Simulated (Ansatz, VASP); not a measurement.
# One calculation of InSe, two programs

```xyz
8
Lattice="4.0473 0.0000 0.0000 -2.0237 3.5051 0.0000 0.0000 0.0000 18.0521" Properties=species:S:1:pos:R:3 pbc="T T T"
In    0.0000    0.0000   10.4231
In    0.0000    0.0000    7.6289
In    0.0000    2.3367   16.6550
In    0.0000    2.3367    1.3971
Se    2.0237    1.1684   15.3984
Se    2.0237    1.1684    2.6537
Se    0.0000    2.3367   11.6800
Se    0.0000    2.3367    6.3721
```

Alike in both runs: task relaxation of cell and atoms; functional LDA; k mesh 12 × 12 × 2; occupations gaussian, width 0.02 eV; no spin polarisation.

|  | VASP | Ansatz |
| --- | --- | --- |
| version | VASP 6.6.1 | Ansatz 0.2.0 |
| potentials or method | VASP PAW LDA potentials, release 64 (In_d, Se), cutoff 600 eV | scalar-relativistic, plane waves, PAW |
| valence electrons in the cell | 76 | 116 |

|  | VASP | Ansatz | Ansatz less VASP |
| --- | --- | --- | --- |
| gap on the k mesh at the Fermi level, each at its own relaxed structure (eV) | 0.20 | 0.19 | -0.009 |
| relaxed volume (Å³/atom) | 27.86 | 27.80 | -0.058 |
| relaxed cell length with the largest relative difference (Å) | 16.291 | 16.279 | -0.0125 |

LDA's correlation is that of Perdew and Zunger in VASP and of Perdew and Wang (1992) in Ansatz. VASP's potentials hold 76 valence electrons a cell and Ansatz's 116, so a difference there can come from the potentials and not from the codes.
